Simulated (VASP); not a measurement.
# HC12 in VASP: a series of runs, part 3 of 3

VASP 6.6.1.

## 6. Single point, LDA

INCAR

```
PREC = Accurate ; ENCUT = 520
EDIFF = 1E-6 ; ISMEAR = 0
SIGMA = 0.05 ; LREAL = Auto
LASPH = True ; NELM = 100
ALGO = Normal ; ISIF = 2
LWAVE = False ; LCHARG = True
LDIPOL = True ; IDIPOL = 3
DIPOL = 0.5 0.5 0.293 ; LELF = True
LVHAR = True ; LVACPOTAV = True
NBANDS = 68
```

KPOINTS

```
regular mesh
0
Gamma
  6 4 1
```

POSCAR

```
HC12
1.0
    4.8892663280      0.0000000000      0.0000000000
   -2.4446331640      6.7739291692      0.0000000000
    0.0000000000      0.0000000000     22.7684096771
C H
24 2
Direct
    0.4020794403      0.3041588806      0.1756820110
    0.4020794403      0.8041588805      0.1756820110
    0.9020794403      0.3041588806      0.1756820110
    0.9020794403      0.8041588805      0.1756820110
    0.1630408159      0.3260816317      0.2059829668
    0.1630408159      0.8260816317      0.2059829668
    0.6630408159      0.3260816317      0.2059829668
    0.6630408159      0.8260816317      0.2059829668
    0.1846395683      0.3692791367      0.2666259491
    0.1846395683      0.8692791367      0.2666259491
    0.6846395683      0.3692791367      0.2666259491
    0.6846395683      0.8692791367      0.2666259491
    0.4461625696      0.3923265051      0.2960492075
    0.4461625696      0.8923265051      0.2960492075
    0.9461625696      0.3923265051      0.2960492075
    0.9461625696      0.8923265051      0.2960492075
    0.4715644646      0.4431294558      0.3591099590
    0.4715644646      0.9431294558      0.3591099590
    0.9715644646      0.4431294558      0.3591099590
    0.9715644646      0.9431294558      0.3591099590
    0.2327030006      0.4654044969      0.3851129614
    0.2327030006      0.9654044969      0.3851129614
    0.7327030006      0.4654044969      0.3851129614
    0.7327030006      0.9654044969      0.3851129614
    0.2327030006      0.9133323862      0.4329863094
    0.2327030006      1.0174766075      0.4329863094
```

Potentials or basis: VASP PAW LDA potentials, release 64 (C, H).

Run with:

```sh
cat potpaw_LDA.64/C/POTCAR potpaw_LDA.64/H/POTCAR > POTCAR
mpirun -np 1 vasp_std > vasp.out
```

OUTCAR:

```text
PREC = Accurate
   ENCUT = 520
   EDIFF = 1E-6
   ISMEAR = 0
   LREAL = Auto
   LASPH = True
   NELM = 100
   ISIF = 2

 ion  position               nearest neighbor table
   1  0.402  0.304  0.176-   5 1.41   7 1.41
   2  0.402  0.804  0.176-   8 1.41   6 1.41
   3  0.902  0.304  0.176-   7 1.41   5 1.41
   4  0.902  0.804  0.176-   6 1.41   8 1.41
   5  0.163  0.326  0.206-   1 1.41   3 1.41   9 1.41
   6  0.163  0.826  0.206-   4 1.41   2 1.41  10 1.41
   7  0.663  0.326  0.206-   3 1.41   1 1.41  11 1.41
   8  0.663  0.826  0.206-   2 1.41   4 1.41  12 1.41
   9  0.185  0.369  0.267-  13 1.40  15 1.40   5 1.41
  10  0.185  0.869  0.267-  14 1.40  16 1.40   6 1.41
[... 8 lines left out ...]
  19  0.972  0.443  0.359-  23 1.37  21 1.37  15 1.48
  20  0.972  0.943  0.359-  24 1.37  22 1.37  16 1.48
  21  0.233  0.465  0.385-  17 1.37  19 1.37
  22  0.233  0.965  0.385-  26 1.15  25 1.15  18 1.37  20 1.37
  23  0.733  0.465  0.385-  19 1.37  17 1.37
  24  0.733  0.965  0.385-  20 1.37  18 1.37
  25  0.233  0.913  0.433-  26 0.75  22 1.15
  26  0.233  0.017  0.433-  25 0.75  22 1.15

  LATTYP: Found a base centered orthorhombic cell.
 ALAT       =     4.8892663280
 B/A-ratio  =     2.7709389159
 C/A-ratio  =     4.6568151845

  Lattice vectors:

 A1 = (   2.4446331640,  -6.7739291692,   0.0000000000)
 A2 = (   2.4446331640,   6.7739291692,   0.0000000000)
 A3 = (   0.0000000000,   0.0000000000,  22.7684096771)

Analysis of symmetry for initial positions (statically):
=====================================================================
 Subroutine PRICEL returns:
 Original cell was already a primitive cell.

 Routine SETGRP: Setting up the symmetry group for a
 base centered orthorhombic supercell.

 Subroutine GETGRP returns: Found  1 space group operations
 (whereof  1 operations were pure point group operations)
 out of a pool of  8 trial point group operations.

The static configuration has the point symmetry C_1 .

Analysis of symmetry for dynamics (positions and initial velocities):
=====================================================================
 Subroutine PRICEL returns:
 Original cell was already a primitive cell.

 Routine SETGRP: Setting up the symmetry group for a
 base centered orthorhombic supercell.

 Subroutine GETGRP returns: Found  1 space group operations
 (whereof  1 operations were pure point group operations)
 out of a pool of  8 trial point group operations.

The dynamic configuration has the point symmetry C_1 .

 Subroutine INISYM returns: Found  1 space group operations
 (whereof  1 operations are pure point group operations),
 and found     1 'primitive' translations

----------------------------------------------------------------------------------------

                                     Primitive cell

  volume of cell :     754.0793

  direct lattice vectors                    reciprocal lattice vectors
     4.889266328  0.000000000  0.000000000     0.204529664  0.073812405  0.000000000
    -2.444633164  6.773929169  0.000000000     0.000000000  0.147624809  0.000000000
     0.000000000  0.000000000 22.768409677     0.000000000  0.000000000  0.043920503

  length of vectors
     4.889266328  7.201551756 22.768409677     0.217441152  0.147624809  0.043920503

  position of ions in fractional coordinates (direct lattice)
     0.402079440  0.304158881  0.175682011
     0.402079440  0.804158880  0.175682011
     0.902079440  0.304158881  0.175682011
     0.902079440  0.804158880  0.175682011
     0.163040816  0.326081632  0.205982967
[... 120 lines left out ...]
   ions per type =              24   2
   NGX,Y,Z   is equivalent  to a cutoff of  12.24, 12.47, 13.14 a.u.
   NGXF,Y,Z  is equivalent  to a cutoff of  24.48, 24.93, 26.29 a.u.
 SYSTEM =  unknown system
   PREC   = accura    normal or accurate (medium, high low for compatibility)
   ISTART =      0    job   : 0-new  1-cont  2-samecut
   ICHARG =      2    charge: 1-file 2-atom 10-const
   ISPIN  =      1    spin polarized calculation?
   LNONCOLLINEAR =      F non collinear calculations
   LSORBIT =      F    spin-orbit coupling
   LASPH  =      T    aspherical Exc in radial PAW
   ENCUT  =  520.0 eV  38.22 Ry    6.18 a.u.   9.09 13.39 42.33*2*pi/ulx,y,z
   NELM   =    100;   NELMIN=  2; NELMDL= -5     # of ELM steps
   EDIFF  = 0.1E-05   stopping-criterion for ELM
   LREAL  =      T    real-space projection
   EDIFFG = 0.1E-04   stopping-criterion for IOM
   NSW    =      0    number of steps for IOM
   IBRION =     -1    ionic relax: 0-MD 1-quasi-New 2-CG
   NFREE  =      0    steps in history (QN), initial steepest desc. (CG)
   ISIF   =      2    stress and relaxation
   ISYM   =      2    0-nonsym 1-usesym 2-fastsym
   POTIM  = 0.5000    time-step for ionic-motion
   TEBEG  =    0.0;   TEEND  =   0.0 temperature during run
   PSTRESS=    0.0 pullay stress
   NELECT =      98.0000    total number of electrons
   NUPDOWN=      -1.0000    fix difference up-down
   EMIN   =  10.00;   EMAX   =-10.00  energy-range for DOS
   EFERMI =   0.00;   METHOD = LEGACY
   ISMEAR =     0;   SIGMA  =   0.05  broadening in eV -4-tet -1-fermi 0-gaus
   EFERMI_NEDOS =   21; number of points for ismear=-14 and -15
   IALGO  =     38    algorithm
   IMIX   =      4    mixing-type and parameters
     AMIX     =   0.40;   BMIX     =  1.00
     AMIX_MAG =   1.60;   BMIX_MAG =  1.00
  volume/ion in A,a.u.               =      29.00       195.72
  Fermi-wavevector in a.u.,A,eV,Ry     =   0.829235  1.567028  9.355793  0.687631
  Thomas-Fermi vector in A             =   1.941748
   LORBIT       =      0    0 simple, 1 ext, 2 COOP (PROOUT), +10 PAW based schemes
   GGA     = CA    functional components
   LHFCALC =     F    Hartree Fock is set to
   AEXX    =    0.0000 exact exchange contribution
   IVDW    =     0    specifies the selected vdW correction
   LEPSILON=     F    determine dielectric tensor
   LRPA    =     F    only Hartree local field effects (RPA)
 non-spin polarized calculation
 Gauss-broadening in eV      SIGMA  =   0.05
  energy-cutoff  :      520.00
  volume of cell :      754.08
 maximum number of plane-waves:     20327
   NGX = 19   NGY = 27   NGZ = 85

 dipolmoment           0.000000      0.000000      0.691598 electrons x Angstroem

 number of electron      98.0000001 magnetization

 dipolmoment           0.000000      0.000000     -0.383644 electrons x Angstroem

 Free energy of the ion-electron system (eV)
  ---------------------------------------------------
  ext. energy  EPLUGINS =         0.00000000
  ---------------------------------------------------
  free energy    TOTEN  =      -222.55358923 eV

  energy without entropy =     -222.53377395  energy(sigma->0) =     -222.54368159

 E-fermi :  -3.0442     XC(G=0):  -3.8458

 val. band max:       -3.0490269762   @ k =   0.3333   0.0000   0.0000
 cond. band min:      -3.0381630934   @ k =   0.5000   0.0000   0.0000
 fundamental gap:      0.0108638827
 Fermi energy:        -3.0442471357

 k-point     1 :       0.0000    0.0000    0.0000
  band No.  band energies     occupation
      1     -22.0724      2.00000
      2     -21.6911      2.00000
      3     -20.8319      2.00000
      4     -20.0384      2.00000
      5     -18.7703      2.00000
      6     -17.6263      2.00000
[... 885 lines left out ...]
     60       2.4931      0.00000
     61       2.6963      0.00000
 [bands above 61 left out]

------------------------ aborting loop because EDIFF is reached ----------------------------------------

  FORCE on cell =-STRESS in cart. coord.  units (eV):
  Direction    XX          YY          ZZ          XY          YZ          ZX
  --------------------------------------------------------------------------------------
  -------------------------------------------------------------------------------------
  Total        5.9351596      2.7437855      3.4001206     -1.0306658      1.0122620      0.0665774
  in kB       12.6103151      5.8296662      7.2241684     -2.1898352      2.1507329      0.1414556
  external PRESSURE =       8.5547166 kB  Pullay stress =       0.0000000 kB

 VOLUME and BASIS-vectors are now :
 -----------------------------------------------------------------------------
  energy-cutoff  :      520.00
  volume of cell :      754.08
      direct lattice vectors                 reciprocal lattice vectors
     4.889266328  0.000000000  0.000000000     0.204529664  0.073812405  0.000000000
    -2.444633164  6.773929169  0.000000000     0.000000000  0.147624809  0.000000000
     0.000000000  0.000000000 22.768409677     0.000000000  0.000000000  0.043920503

 POSITION                                       TOTAL-FORCE (eV/Angst)
 -----------------------------------------------------------------------------------
      1.22232      2.06035      4.00000         0.002832      0.329820      1.858613
      0.00000      5.44732      4.00000         0.303523      0.381154      2.113046
      3.66695      2.06035      4.00000         0.000030      0.321383      1.851201
      2.44463      5.44732      4.00000        -0.301654      0.383900      2.113344
      0.00000      2.20885      4.68990         0.000097     -0.738681     -3.494120
     -1.22232      5.59582      4.68990        -0.001405     -0.857248     -3.943011
[... 18 lines left out ...]
     -1.09502      6.18685      9.85841         1.512537     -5.944263      0.274174
      1.09502      0.11839      9.85841        -1.476378      6.172347      0.083283
 -----------------------------------------------------------------------------------
    total drift:                               -0.009589      0.011680      0.023049

  FREE ENERGIE OF THE ION-ELECTRON SYSTEM (eV)
  ---------------------------------------------------
  free  energy   TOTEN  =      -222.5535892288 eV

  energy  without entropy=     -222.5337739532  energy(sigma->0) =     -222.54368159

 vacuum level on the upper side and lower side of the slab         1.857         3.953
```

It took 45 min on 1 thread of Intel Xeon Platinum 8259CL at 2.50GHz (Skylake/Cascade Lake), shared host; peak memory 0.8 GiB.

Results:

```
Free energy            : -222.5536 eV
Largest force          : 6.347 eV/Å
Band gap on the k mesh : zero (filled and empty bands overlap)
```

Forces in eV/Å, atoms in the order of the input:
```
C    0.003  0.330  1.859
C    0.304  0.381  2.113
C    0.000  0.321  1.851
C   -0.302  0.384  2.113
C    0.000 -0.739 -3.494
C   -0.001 -0.857 -3.943
C    0.000 -0.738 -3.488
C    0.003 -0.648 -3.211
C   -0.027  0.391  1.535
C   -0.016  0.369  1.388
C    0.022  0.391  1.531
C    0.005  0.361  1.346
C    0.007  0.005  0.084
C    0.107  0.252  0.804
C   -0.002  0.068  0.046
C   -0.114  0.251  0.785
C    0.003 -0.084 -0.375
C    2.492 -0.135 -1.725
C    0.003 -0.111 -0.433
C   -2.498 -0.690 -1.698
C   -0.027  0.166  0.448
C   -0.089 -0.114  0.899
C    0.019  0.157  0.418
C    0.073  0.062  0.790
H    1.513 -5.944  0.274
H   -1.476  6.172  0.083
```
